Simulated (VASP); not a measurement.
# Be4S (Pm-3m) in VASP: further runs

Runs on Be4S. Level: PBE. Tasks: single point, relaxation of cell and atoms.

All numbers are computed with VASP 6.6.1; they aren't measurements. Logs are shortened: lines on timing, memory, paths and dates and some standing lists are left out, and cuts for length are marked.

## Step 1: The cell of the first run

Symmetry: Pm-3m, No. 221, cubic system. The conventional cell has a = 4.009 Å, b = 4.009 Å, c = 4.009 Å, α = 90.00°, β = 90.00°, γ = 90.00°. Within 2.7 Å of Be (site symmetry 4/mmm) lie 2 S at 2.00 Å. Within 3.7 Å of Be (site symmetry m-3m) lie 12 Be at 2.84 Å and 8 S at 3.47 Å. Within 2.7 Å of S (site symmetry m-3m) lie 6 Be at 2.00 Å.

The cell was built from a structure type or drawn by symmetry, and may not be a known phase.

## Step 2: Single point, PBE

The input, INCAR:

```
SYSTEM = Be4S
PREC = Accurate
ENCUT = 520
EDIFF = 1E-6
ISMEAR = 0
SIGMA = 0.1
LREAL = .FALSE.
LASPH = .TRUE.
NELM = 60
ALGO = Normal
ISIF = 2
LWAVE = .FALSE.
LCHARG = .FALSE.
GGA = PE
NBANDS = 15
```

The input, KPOINTS:

```
Automatic mesh
0
G
  4 4 4
  0 0 0
```

The input, POSCAR:

```
Be4S
1.0
    4.0094233200      0.0000000000      0.0000000000
    0.0000000000      4.0094233200      0.0000000000
    0.0000000000      0.0000000000      4.0094233200
Be S
4 1
Direct
    0.0000000000      0.5000000000      0.5000000000
    0.5000000000      0.0000000000      0.5000000000
    0.5000000000      0.5000000000      0.0000000000
    0.0000000000      0.0000000000      0.0000000000
    0.5000000000      0.5000000000      0.5000000000
```

Potentials or basis: VASP PAW PBE potentials, release 64 (Be, S).

Run with:

```console
> cat potpaw_PBE.64/Be/POTCAR potpaw_PBE.64/S/POTCAR > POTCAR
> mpirun -np 1 vasp_std > vasp.out
```

OUTCAR:

```text
SYSTEM = Be4S
   PREC = Accurate
   ENCUT = 520
   EDIFF = 1E-6
   ISMEAR = 0
   LREAL = .FALSE.
   LASPH = .TRUE.
   NELM = 60
   ISIF = 2
   GGA = PE

 ion  position               nearest neighbor table
   1  0.000  0.500  0.500-   5 2.00   5 2.00
   2  0.500  0.000  0.500-   5 2.00   5 2.00
   3  0.500  0.500  0.000-   5 2.00   5 2.00
   4  0.000  0.000  0.000-
   5  0.500  0.500  0.500-   1 2.00   2 2.00   3 2.00   3 2.00   2 2.00   1 2.00

  LATTYP: Found a simple cubic cell.
 ALAT       =     4.0094233200

  Lattice vectors:

 A1 = (   4.0094233200,   0.0000000000,   0.0000000000)
 A2 = (   0.0000000000,   4.0094233200,   0.0000000000)
 A3 = (   0.0000000000,   0.0000000000,   4.0094233200)

Analysis of symmetry for initial positions (statically):
=====================================================================
 Subroutine PRICEL returns:
 Original cell was already a primitive cell.

 Routine SETGRP: Setting up the symmetry group for a
 simple cubic supercell.

 Subroutine GETGRP returns: Found 48 space group operations
 (whereof 48 operations were pure point group operations)
 out of a pool of 48 trial point group operations.

The static configuration has the point symmetry O_h .

Analysis of symmetry for dynamics (positions and initial velocities):
=====================================================================
 Subroutine PRICEL returns:
 Original cell was already a primitive cell.

 Routine SETGRP: Setting up the symmetry group for a
 simple cubic supercell.

 Subroutine GETGRP returns: Found 48 space group operations
 (whereof 48 operations were pure point group operations)
 out of a pool of 48 trial point group operations.

The dynamic configuration has the point symmetry O_h .

 Subroutine INISYM returns: Found 48 space group operations
 (whereof 48 operations are pure point group operations),
 and found     1 'primitive' translations

----------------------------------------------------------------------------------------

                                     Primitive cell

  volume of cell :      64.4534

  direct lattice vectors                    reciprocal lattice vectors
     4.009423320  0.000000000  0.000000000     0.249412427  0.000000000  0.000000000
     0.000000000  4.009423320  0.000000000     0.000000000  0.249412427  0.000000000
     0.000000000  0.000000000  4.009423320     0.000000000  0.000000000  0.249412427

  length of vectors
     4.009423320  4.009423320  4.009423320     0.249412427  0.249412427  0.249412427

  position of ions in fractional coordinates (direct lattice)
     0.000000000  0.500000000  0.500000000
     0.500000000  0.000000000  0.500000000
     0.500000000  0.500000000  0.000000000
     0.000000000  0.000000000  0.000000000
     0.500000000  0.500000000  0.500000000

  ion indices of the primitive-cell ions
   primitive index   ion index
                 1           1
                 2           2
                 3           3
                 4           4
                 5           5

----------------------------------------------------------------------------------------

 KPOINTS: Automatic mesh

Automatic generation of k-mesh.
 Grid dimensions read from file:
 generate k-points for:    4    4    4

 Generating k-lattice:

  Cartesian coordinates                     Fractional coordinates (reciprocal lattice)
     0.062353107  0.000000000  0.000000000     0.250000000  0.000000000  0.000000000
     0.000000000  0.062353107  0.000000000     0.000000000  0.250000000  0.000000000
     0.000000000  0.000000000  0.062353107     0.000000000  0.000000000  0.250000000

  Length of vectors
     0.062353107  0.062353107  0.062353107

  Shift w.r.t. Gamma in fractional coordinates (k-lattice)
     0.000000000  0.000000000  0.000000000

 Subroutine IBZKPT returns following result:
 ===========================================

 Found     10 irreducible k-points:

 Following reciprocal coordinates:
            Coordinates               Weight
  0.000000  0.000000  0.000000      1.000000
  0.250000  0.000000  0.000000      6.000000
  0.500000  0.000000  0.000000      3.000000
  0.250000  0.250000  0.000000     12.000000
  0.500000  0.250000  0.000000     12.000000
  0.500000  0.500000  0.000000      3.000000
  0.250000  0.250000  0.250000      8.000000
  0.500000  0.250000  0.250000     12.000000
  0.500000  0.500000  0.250000      6.000000
  0.500000  0.500000  0.500000      1.000000
   k-points           NKPTS =     10   k-points in BZ     NKDIM =     10   number of bands    NBANDS=     15
   number of dos      NEDOS =    301   number of ions     NIONS =      5
   total plane-waves  NPLWV =  27000
   dimension x,y,z NGX =    30 NGY =   30 NGZ =   30
   dimension x,y,z NGXF=    60 NGYF=   60 NGZF=   60
   ions per type =               4   1
   NGX,Y,Z   is equivalent  to a cutoff of  12.44, 12.44, 12.44 a.u.
   NGXF,Y,Z  is equivalent  to a cutoff of  24.88, 24.88, 24.88 a.u.
 SYSTEM =  Be4S
   PREC   = accura    normal or accurate (medium, high low for compatibility)
   ISTART =      0    job   : 0-new  1-cont  2-samecut
   ICHARG =      2    charge: 1-file 2-atom 10-const
   ISPIN  =      1    spin polarized calculation?
   LNONCOLLINEAR =      F non collinear calculations
   LSORBIT =      F    spin-orbit coupling
   LASPH  =      T    aspherical Exc in radial PAW
   ENCUT  =  520.0 eV  38.22 Ry    6.18 a.u.   7.45  7.45  7.45*2*pi/ulx,y,z
   NELM   =     60;   NELMIN=  2; NELMDL= -5     # of ELM steps
   EDIFF  = 0.1E-05   stopping-criterion for ELM
   LREAL  =      F    real-space projection
   EDIFFG = 0.1E-04   stopping-criterion for IOM
   NSW    =      0    number of steps for IOM
   IBRION =     -1    ionic relax: 0-MD 1-quasi-New 2-CG
   NFREE  =      0    steps in history (QN), initial steepest desc. (CG)
   ISIF   =      2    stress and relaxation
   ISYM   =      2    0-nonsym 1-usesym 2-fastsym
   POTIM  = 0.5000    time-step for ionic-motion
   TEBEG  =    0.0;   TEEND  =   0.0 temperature during run
   PSTRESS=    0.0 pullay stress
   NELECT =      14.0000    total number of electrons
   NUPDOWN=      -1.0000    fix difference up-down
   EMIN   =  10.00;   EMAX   =-10.00  energy-range for DOS
   EFERMI =   0.00;   METHOD = LEGACY
   ISMEAR =     0;   SIGMA  =   0.10  broadening in eV -4-tet -1-fermi 0-gaus
   EFERMI_NEDOS =   21; number of points for ismear=-14 and -15
   IALGO  =     38    algorithm
   IMIX   =      4    mixing-type and parameters
     AMIX     =   0.40;   BMIX     =  1.00
     AMIX_MAG =   1.60;   BMIX_MAG =  1.00
  volume/ion in A,a.u.               =      12.89        86.99
  Fermi-wavevector in a.u.,A,eV,Ry     =   0.984092  1.859664 13.176380  0.968437
  Thomas-Fermi vector in A             =   2.115299
   LORBIT       =      0    0 simple, 1 ext, 2 COOP (PROOUT), +10 PAW based schemes
   GGA     = PE    functional components
   LHFCALC =     F    Hartree Fock is set to
   AEXX    =    0.0000 exact exchange contribution
   IVDW    =     0    specifies the selected vdW correction
   LEPSILON=     F    determine dielectric tensor
   LRPA    =     F    only Hartree local field effects (RPA)
 non-spin polarized calculation
 Gauss-broadening in eV      SIGMA  =   0.10
  energy-cutoff  :      520.00
  volume of cell :       64.45
 maximum number of plane-waves:      1763
 NGX is ok and might be reduce to    30
   NGX = 15   NGY = 15   NGZ = 15

 number of electron      14.0000000 magnetization

 Free energy of the ion-electron system (eV)
  ---------------------------------------------------
  ext. energy  EPLUGINS =         0.00000000
  ---------------------------------------------------
  free energy    TOTEN  =       -14.33948486 eV

  energy without entropy =      -14.33052645  energy(sigma->0) =      -14.33500566

 E-fermi :   5.6018     XC(G=0):  -9.5536

 val. band max:        5.5053458120   @ k =   0.2500   0.0000   0.0000
 cond. band min:       5.6268092817   @ k =   0.5000   0.5000   0.0000
 fundamental gap:      0.1214634697
 Fermi energy:         5.6018258495

 k-point     1 :       0.0000    0.0000    0.0000
  band No.  band energies     occupation
      1     -11.1568      2.00000
      2      -2.2010      2.00000
      3      -2.2010      2.00000
      4      -2.2010      2.00000
      5       0.5560      2.00000
      6       5.1224      2.00000
      7       5.1224      2.00000
      8       7.0514      0.00000
      9       7.0514      0.00000
     10       7.0514      0.00000
     11      10.2195      0.00000
     12      10.2195      0.00000
     13      10.2195      0.00000
     14      11.7213      0.00000
     15      11.7213      0.00000

 k-point     2 :       0.2500    0.0000    0.0000
  band No.  band energies     occupation
      1     -11.0972      2.00000
      2      -3.0507      2.00000
      3      -2.0339      2.00000
      4      -2.0339      2.00000
      5       1.6929      2.00000
      6       4.6742      2.00000
      7       5.5053      1.82757
      8       6.1523      0.00000
      9       6.1523      0.00000
     10       7.7465      0.00000
     11       8.7987      0.00000
     12       9.3426      0.00000
     13       9.3426      0.00000
     14      12.0146      0.00000
     15      13.3842      0.00000
[... 113 lines left out ...]
      3      -2.5829      2.00000
      4      -1.8930      2.00000
      5       1.1863      2.00000
      6       3.1291      2.00000
      7       3.1291      2.00000
      8       5.8462      0.00055
      9       7.0068      0.00000
     10       8.6221      0.00000
     11       9.5054      0.00000
     12       9.5054      0.00000
     13      11.4800      0.00000
     14      12.1240      0.00000
     15      12.9015      0.00000

 k-point    10 :       0.5000    0.5000    0.5000
  band No.  band energies     occupation
      1     -10.9163      2.00000
      2      -2.1900      2.00000
      3      -2.1900      2.00000
      4      -2.1900      2.00000
      5       1.8182      2.00000
      6       1.8182      2.00000
      7       1.8182      2.00000
      8       4.2948      2.00000
      9       8.6895      0.00000
     10       8.6895      0.00000
     11      11.4132      0.00000
     12      11.4132      0.00000
     13      11.4132      0.00000
     14      13.4194      0.00000
     15      13.4194      0.00000

------------------------ aborting loop because EDIFF is reached ----------------------------------------

  FORCE on cell =-STRESS in cart. coord.  units (eV):
  Direction    XX          YY          ZZ          XY          YZ          ZX
  --------------------------------------------------------------------------------------
  -------------------------------------------------------------------------------------
  Total        0.4043910      0.4043910      0.4043910     -0.0000000     -0.0000000     -0.0000000
  in kB       10.0523199     10.0523199     10.0523199     -0.0000000     -0.0000000     -0.0000000
  external PRESSURE =      10.0523199 kB  Pullay stress =       0.0000000 kB

 VOLUME and BASIS-vectors are now :
 -----------------------------------------------------------------------------
  energy-cutoff  :      520.00
  volume of cell :       64.45
      direct lattice vectors                 reciprocal lattice vectors
     4.009423320  0.000000000  0.000000000     0.249412427  0.000000000  0.000000000
     0.000000000  4.009423320  0.000000000     0.000000000  0.249412427  0.000000000
     0.000000000  0.000000000  4.009423320     0.000000000  0.000000000  0.249412427

 POSITION                                       TOTAL-FORCE (eV/Angst)
 -----------------------------------------------------------------------------------
      0.00000      2.00471      2.00471         0.000000      0.000000      0.000000
      2.00471      0.00000      2.00471         0.000000      0.000000      0.000000
      2.00471      2.00471      0.00000         0.000000      0.000000      0.000000
      0.00000      0.00000      0.00000         0.000000      0.000000      0.000000
      2.00471      2.00471      2.00471         0.000000      0.000000      0.000000
 -----------------------------------------------------------------------------------
    total drift:                                0.000000      0.000000     -0.000000

  FREE ENERGIE OF THE ION-ELECTRON SYSTEM (eV)
  ---------------------------------------------------
  free  energy   TOTEN  =       -14.3394848640 eV

  energy  without entropy=      -14.3305264550  energy(sigma->0) =      -14.33500566
```

It took 17 s on 1 thread of Intel Xeon Platinum 8259CL at 2.50GHz (Skylake/Cascade Lake), shared host; peak memory 0.16 GiB.

Results:

```
Free energy            : -14.3395 eV
Pressure               : 1.0 GPa
Band gap on the k mesh : zero (bands 7 and 8 overlap by 1.33 eV)
```

Caveat: the k points lie up to 0.39 Å⁻¹ apart, too coarse for converged energies and pressures of a metal.

[end of part 1 of 3]
